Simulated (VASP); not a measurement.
# KI (P-6m2) in VASP: further runs

The runs below take KI through single point, relaxation of cell and atoms, with PBE.

Everything below comes from runs of VASP 6.6.1. Logs are shortened: lines on timing, memory, paths and dates and some standing lists are left out, and cuts for length are marked.

**1. The cell of the first run**

It takes space group P-6m2 (No. 187, hexagonal). The conventional cell has a = 4.892 Å, b = 4.892 Å, c = 4.498 Å, α = 90.00°, β = 90.00°, γ = 120.00°. K (site symmetry -6m2) has 6 I at 3.61 Å and 2 K at 4.50 Å within 4.7 Å. I (site symmetry -6m2) has 6 K at 3.61 Å and 2 I at 4.50 Å within 4.7 Å.

**2. Single point, PBE**

Contents of INCAR:

```
  ALGO = Normal
  EDIFF = 1E-7
  ENCUT = 520
  GGA = PE
  ISIF = 2
  ISMEAR = 0
  LASPH = True
  LCHARG = False
  LREAL = False
  LWAVE = False
  NBANDS = 15
  NELM = 100
  PREC = Accurate
  SIGMA = 0.02
```

Contents of KPOINTS:

```
k-points
0
Gamma
  6 6 6
```

Contents of POSCAR:

```
KI
1.0
    4.8915851978      0.0000000000      0.0000000000
   -2.4457925989      4.2362370460      0.0000000000
    0.0000000000      0.0000000000      4.4978931118
K I
1 1
Direct
    0.0000000000      0.0000000000      0.0000000000
    0.6666666667      0.3333333333      0.5000000000
```

Potentials or basis: VASP PAW PBE potentials, release 64 (K_sv, I).

Run with:

```console
$ cat potpaw_PBE.64/K_sv/POTCAR potpaw_PBE.64/I/POTCAR > POTCAR
$ mpirun -np 1 vasp_std > vasp.out
```

OUTCAR:

```text
EDIFF = 1E-7
   ENCUT = 520
   GGA = PE
   ISIF = 2
   ISMEAR = 0
   LASPH = True
   LREAL = False
   NELM = 100
   PREC = Accurate

 ion  position               nearest neighbor table
   1  0.000  0.000  0.000-   2 3.61   2 3.61   2 3.61   2 3.61   2 3.61   2 3.61
   2  0.667  0.333  0.500-   1 3.61   1 3.61   1 3.61   1 3.61   1 3.61   1 3.61

  LATTYP: Found a hexagonal cell.
 ALAT       =     4.8915851978
 C/A-ratio  =     0.9195164614

  Lattice vectors:

 A1 = (   4.8915851978,   0.0000000000,   0.0000000000)
 A2 = (  -2.4457925989,   4.2362370460,   0.0000000000)
 A3 = (   0.0000000000,   0.0000000000,   4.4978931118)

Analysis of symmetry for initial positions (statically):
=====================================================================
 Subroutine PRICEL returns:
 Original cell was already a primitive cell.

 Routine SETGRP: Setting up the symmetry group for a
 hexagonal supercell.

 Subroutine GETGRP returns: Found 12 space group operations
 (whereof 12 operations were pure point group operations)
 out of a pool of 24 trial point group operations.

The static configuration has the point symmetry D_3h.

Analysis of symmetry for dynamics (positions and initial velocities):
=====================================================================
 Subroutine PRICEL returns:
 Original cell was already a primitive cell.

 Routine SETGRP: Setting up the symmetry group for a
 hexagonal supercell.

 Subroutine GETGRP returns: Found 12 space group operations
 (whereof 12 operations were pure point group operations)
 out of a pool of 24 trial point group operations.

The dynamic configuration has the point symmetry D_3h.

 Subroutine INISYM returns: Found 12 space group operations
 (whereof 12 operations are pure point group operations),
 and found     1 'primitive' translations

----------------------------------------------------------------------------------------

                                     Primitive cell

  volume of cell :      93.2050

  direct lattice vectors                    reciprocal lattice vectors
     4.891585198  0.000000000  0.000000000     0.204432706  0.118029278  0.000000000
    -2.445792599  4.236237046  0.000000000     0.000000000  0.236058556  0.000000000
     0.000000000  0.000000000  4.497893112     0.000000000  0.000000000  0.222326315

  length of vectors
     4.891585198  4.891585198  4.497893112     0.236058556  0.236058556  0.222326315

  position of ions in fractional coordinates (direct lattice)
     0.000000000  0.000000000  0.000000000
     0.666666667  0.333333333  0.500000000

  ion indices of the primitive-cell ions
   primitive index   ion index
                 1           1
                 2           2

----------------------------------------------------------------------------------------

 KPOINTS: k-points

Automatic generation of k-mesh.
 Grid dimensions read from file:
 generate k-points for:    6    6    6

 Generating k-lattice:

  Cartesian coordinates                     Fractional coordinates (reciprocal lattice)
     0.034072118  0.019671546  0.000000000     0.166666667  0.000000000  0.000000000
     0.000000000  0.039343093  0.000000000     0.000000000  0.166666667  0.000000000
     0.000000000  0.000000000  0.037054386     0.000000000  0.000000000  0.166666667

  Length of vectors
     0.039343093  0.039343093  0.037054386

  Shift w.r.t. Gamma in fractional coordinates (k-lattice)
     0.000000000  0.000000000  0.000000000

 Subroutine IBZKPT returns following result:
 ===========================================

 Found     28 irreducible k-points:

 Following reciprocal coordinates:
            Coordinates               Weight
  0.000000  0.000000  0.000000      1.000000
  0.166667 -0.000000  0.000000      6.000000
  0.333333  0.000000  0.000000      6.000000
  0.500000  0.000000  0.000000      3.000000
  0.166667  0.166667  0.000000      6.000000
  0.333333  0.166667  0.000000     12.000000
[... 16 lines left out ...]
  0.166667 -0.000000  0.500000      6.000000
  0.333333  0.000000  0.500000      6.000000
 [... further k-points ...]
   k-points           NKPTS =     28   k-points in BZ     NKDIM =     28   number of bands    NBANDS=     15
   number of dos      NEDOS =    301   number of ions     NIONS =      2
   total plane-waves  NPLWV =  46656
   dimension x,y,z NGX =    36 NGY =   36 NGZ =   36
   dimension x,y,z NGXF=    72 NGYF=   72 NGZF=   72
   ions per type =               1   1
   NGX,Y,Z   is equivalent  to a cutoff of  12.23, 12.23, 13.31 a.u.
   NGXF,Y,Z  is equivalent  to a cutoff of  24.47, 24.47, 26.61 a.u.
 SYSTEM =  unknown system
   PREC   = accura    normal or accurate (medium, high low for compatibility)
   ISTART =      0    job   : 0-new  1-cont  2-samecut
   ICHARG =      2    charge: 1-file 2-atom 10-const
   ISPIN  =      1    spin polarized calculation?
   LNONCOLLINEAR =      F non collinear calculations
   LSORBIT =      F    spin-orbit coupling
   LASPH  =      T    aspherical Exc in radial PAW
   ENCUT  =  520.0 eV  38.22 Ry    6.18 a.u.   9.10  9.10  8.36*2*pi/ulx,y,z
   NELM   =    100;   NELMIN=  2; NELMDL= -5     # of ELM steps
   EDIFF  = 0.1E-06   stopping-criterion for ELM
   LREAL  =      F    real-space projection
   EDIFFG = 0.1E-05   stopping-criterion for IOM
   NSW    =      0    number of steps for IOM
   IBRION =     -1    ionic relax: 0-MD 1-quasi-New 2-CG
   NFREE  =      0    steps in history (QN), initial steepest desc. (CG)
   ISIF   =      2    stress and relaxation
   ISYM   =      2    0-nonsym 1-usesym 2-fastsym
   POTIM  = 0.5000    time-step for ionic-motion
   TEBEG  =    0.0;   TEEND  =   0.0 temperature during run
   PSTRESS=    0.0 pullay stress
   NELECT =      16.0000    total number of electrons
   NUPDOWN=      -1.0000    fix difference up-down
   EMIN   =  10.00;   EMAX   =-10.00  energy-range for DOS
   EFERMI =   0.00;   METHOD = LEGACY
   ISMEAR =     0;   SIGMA  =   0.02  broadening in eV -4-tet -1-fermi 0-gaus
   EFERMI_NEDOS =   21; number of points for ismear=-14 and -15
   IALGO  =     38    algorithm
   IMIX   =      4    mixing-type and parameters
     AMIX     =   0.40;   BMIX     =  1.00
     AMIX_MAG =   1.60;   BMIX_MAG =  1.00
  volume/ion in A,a.u.               =      46.60       314.49
  Fermi-wavevector in a.u.,A,eV,Ry     =   0.909847  1.719362 11.263202  0.827822
  Thomas-Fermi vector in A             =   2.033940
   LORBIT       =      0    0 simple, 1 ext, 2 COOP (PROOUT), +10 PAW based schemes
   GGA     = PE    functional components
   LHFCALC =     F    Hartree Fock is set to
   AEXX    =    0.0000 exact exchange contribution
   IVDW    =     0    specifies the selected vdW correction
   LEPSILON=     F    determine dielectric tensor
   LRPA    =     F    only Hartree local field effects (RPA)
 non-spin polarized calculation
 Gauss-broadening in eV      SIGMA  =   0.02
  energy-cutoff  :      520.00
  volume of cell :       93.20
 maximum number of plane-waves:      2532
   NGX = 19   NGY = 19   NGZ = 17

 number of electron      15.9999997 magnetization

 Free energy of the ion-electron system (eV)
  ---------------------------------------------------
  ext. energy  EPLUGINS =         0.00000000
  ---------------------------------------------------
  free energy    TOTEN  =        -5.47814663 eV

  energy without entropy =       -5.47814663  energy(sigma->0) =       -5.47814663

 E-fermi :  -0.3887     XC(G=0):  -6.9359

 val. band max:       -0.5067609655   @ k =   0.3333   0.3333   0.0000
 cond. band min:       3.1194147543   @ k =   0.0000   0.0000   0.0000
 fundamental gap:      3.6261757198
 Fermi energy:        -0.3887007785

 k-point     1 :       0.0000    0.0000    0.0000
  band No.  band energies     occupation
      1     -29.3599      2.00000
      2     -12.8457      2.00000
      3     -12.8457      2.00000
      4     -12.8141      2.00000
      5     -11.0602      2.00000
      6      -0.6790      2.00000
      7      -0.6790      2.00000
      8      -0.5173      2.00000
      9       3.1194      0.00000
     10       4.9140      0.00000
     11       6.9585      0.00000
     12       6.9585      0.00000
     13       8.1105      0.00000
     14       8.1105      0.00000
     15       8.6199      0.00000

 k-point     2 :       0.1667   -0.0000    0.0000
  band No.  band energies     occupation
      1     -29.3595      2.00000
      2     -12.8696      2.00000
      3     -12.8483      2.00000
      4     -12.8122      2.00000
      5     -11.0132      2.00000
      6      -1.0385      2.00000
      7      -0.7226      2.00000
      8      -0.5160      2.00000
      9       3.6675      0.00000
     10       5.1329      0.00000
     11       6.3046      0.00000
     12       7.2445      0.00000
     13       7.9492      0.00000
     14       8.0678      0.00000
     15       8.7251      0.00000

 k-point     3 :       0.3333    0.0000    0.0000
  band No.  band energies     occupation
      1     -29.3587      2.00000
      2     -12.9146      2.00000
      3     -12.8537      2.00000
      4     -12.8085      2.00000
      5     -10.9208      2.00000
      6      -1.5890      2.00000
      7      -0.8062      2.00000
      8      -0.5123      2.00000
      9       4.4787      0.00000
     10       5.2067      0.00000
     11       6.4470      0.00000
     12       7.6844      0.00000
     13       7.7695      0.00000
     14       7.9407      0.00000
     15       8.5056      0.00000
[... 343 lines left out ...]
 k-point    23 :       0.1667   -0.0000    0.5000
  band No.  band energies     occupation
      1     -29.3569      2.00000
      2     -12.9292      2.00000
      3     -12.8482      2.00000
      4     -12.8402      2.00000
      5     -10.8244      2.00000
      6      -1.9339      2.00000
      7      -0.8020      2.00000
      8      -0.6201      2.00000
      9       5.2127      0.00000
     10       5.5314      0.00000
     11       6.5288      0.00000
     12       6.7612      0.00000
     13       6.9709      0.00000
     14       7.4962      0.00000
     15       9.1543      0.00000

 k-point    24 :       0.3333    0.0000    0.5000
  band No.  band energies     occupation
      1     -29.3562      2.00000
      2     -12.8949      2.00000
      3     -12.8684      2.00000
      4     -12.8446      2.00000
      5     -10.8342      2.00000
      6      -1.7405      2.00000
      7      -1.2427      2.00000
      8      -0.7621      2.00000
      9       4.6035      0.00000
     10       5.7369      0.00000
     11       7.0205      0.00000
     12       7.7708      0.00000
     13       7.8860      0.00000
     14       8.1177      0.00000
     15       8.6771      0.00000

 [... further k-points ...]

------------------------ aborting loop because EDIFF is reached ----------------------------------------

  FORCE on cell =-STRESS in cart. coord.  units (eV):
  Direction    XX          YY          ZZ          XY          YZ          ZX
  --------------------------------------------------------------------------------------
  -------------------------------------------------------------------------------------
  Total        0.0142790      0.0142790      0.0253748      0.0000000      0.0000000      0.0000000
  in kB        0.2454528      0.2454528      0.4361887      0.0000000      0.0000000      0.0000000
  external PRESSURE =       0.3090314 kB  Pullay stress =       0.0000000 kB

 VOLUME and BASIS-vectors are now :
 -----------------------------------------------------------------------------
  energy-cutoff  :      520.00
  volume of cell :       93.20
      direct lattice vectors                 reciprocal lattice vectors
     4.891585198  0.000000000  0.000000000     0.204432706  0.118029278  0.000000000
    -2.445792599  4.236237046  0.000000000     0.000000000  0.236058556  0.000000000
     0.000000000  0.000000000  4.497893112     0.000000000  0.000000000  0.222326315

 POSITION                                       TOTAL-FORCE (eV/Angst)
 -----------------------------------------------------------------------------------
      0.00000      0.00000      0.00000        -0.000000     -0.000000      0.000000
      2.44579      1.41208      2.24895         0.000000      0.000000      0.000000
 -----------------------------------------------------------------------------------
    total drift:                               -0.000000      0.000000     -0.000000

  FREE ENERGIE OF THE ION-ELECTRON SYSTEM (eV)
  ---------------------------------------------------
  free  energy   TOTEN  =        -5.4781466290 eV

  energy  without entropy=       -5.4781466290  energy(sigma->0) =       -5.47814663
```

It took 36 s on 1 thread of Intel Xeon Platinum 8375C at 2.90GHz (Ice Lake), shared host; peak memory 0.22 GiB.

What came out:

- Free energy: -5.4781 eV
- Pressure: 0.0 GPa
- Band gap on the k mesh: 3.63 eV, indirect (least direct gap 3.64 eV)

Caveat: spin-orbit coupling is left out, which moves the levels of the heavy elements.

**3. Relaxation of cell and atoms, PBE**

This run uses another cell than the first one, of 42.29 Å³/atom, 0.907 times its volume.

Contents of INCAR:

```
SYSTEM = KI
ALGO = Normal
EDIFF = 1E-7
EDIFFG = -0.01
ENCUT = 600
GGA = PE
IBRION = 2
ISIF = 3
ISMEAR = 0
LASPH = .True.
LCHARG = .False.
LREAL = .False.
LWAVE = .False.
NELM = 100
NSW = 100
PREC = Accurate
SIGMA = 0.02
```

Contents of KPOINTS:

```
k-points
0
Gamma
  6 6 6
  0 0 0
```

Contents of POSCAR:

```
KI
1.0
    4.6436703514      0.0000000000      0.0000000000
   -2.3218351757      4.0215364912      0.0000000000
    0.0000000000      0.0000000000      4.5291973523
K I
1 1
Direct
    0.0000000000      0.0000000000      0.0000000000
    0.6666666667      0.3333333333      0.5000000000
```

Potentials or basis: VASP PAW PBE potentials, release 64 (K_sv, I).

Run with:

```console
$ cat potpaw_PBE.64/K_sv/POTCAR potpaw_PBE.64/I/POTCAR > POTCAR
$ mpirun -np 1 vasp_std > vasp.out
```

Wall time 3.5 min (1 thread of Intel Xeon Platinum 8375C at 2.90GHz (Ice Lake), shared host); peak memory 0.26 GiB.

Results (log left out):

```
Free energy                            : -5.4779 eV
Relaxed volume                         : 46.79 Å³/atom
Relaxed cell                           : a = 4.897 Å, b = 4.897 Å, c = 4.505 Å, α = 90.00°, β = 90.00°, γ = 120.00°
Space group after relaxing (to 0.05 Å) : P-6m2 (No. 187)
Energy gained by relaxing              : 19.0 meV/atom
Ionic steps                            : 8
Pressure after relaxing                : 0.0 GPa
Band gap on the k mesh                 : 3.62 eV, indirect (least direct gap 3.63 eV)
```

Step by step:
| step | energy change (eV) | largest force (eV/Å) | pressure (GPa) | volume (Å³) |
| --- | --- | --- | --- | --- |
| 1 | 0.0000 | 0.0000 | 1.17 | 84.58 |
| 2 | -0.0231 | 0.0000 | 0.55 | 88.41 |
| 3 | -0.0310 | 0.0000 | -0.36 | 96.48 |
| 4 | -0.0334 | 0.0000 | -0.12 | 93.95 |
| 5 | -0.0334 | 0.0000 | -0.10 | 93.73 |
| 6 | -0.0362 | 0.0000 | -0.07 | 93.68 |
| 7 | -0.0380 | 0.0000 | -0.02 | 93.60 |
| 8 | -0.0381 | 0.0000 | -0.01 | 93.58 |

Final structure:
```xyz
2
Lattice="4.8974 0.0000 0.0000 -2.4487 4.2412 0.0000 0.0000 0.0000 4.5054" Properties=species:S:1:pos:R:3 pbc="T T T"
K     0.0000    0.0000    0.0000
I     2.4487    1.4137    2.2527
```

Levels at points of the mesh, in eV from the valence-band top:
```csv
k point,band 5,band 6,band 7,band 8,band 9,band 10,band 11,band 12
"(0.00, 0.00, 0.00)",-10.55,-0.17,-0.17,-0.01,3.62,5.43,7.46,7.46
"(0.50, 0.00, 0.00)",-10.36,-1.30,-0.34,0.00,5.01,6.06,7.28,8.07
"(0.00, 0.00, 0.50)",-10.31,-1.51,-0.03,-0.03,5.70,6.66,6.85,6.85
"(0.50, 0.00, 0.50)",-10.33,-1.12,-0.92,-0.32,4.93,6.24,7.92,8.15
```

Caveat: spin-orbit coupling is left out, which moves the levels of the heavy elements. A k mesh can miss the band edges.
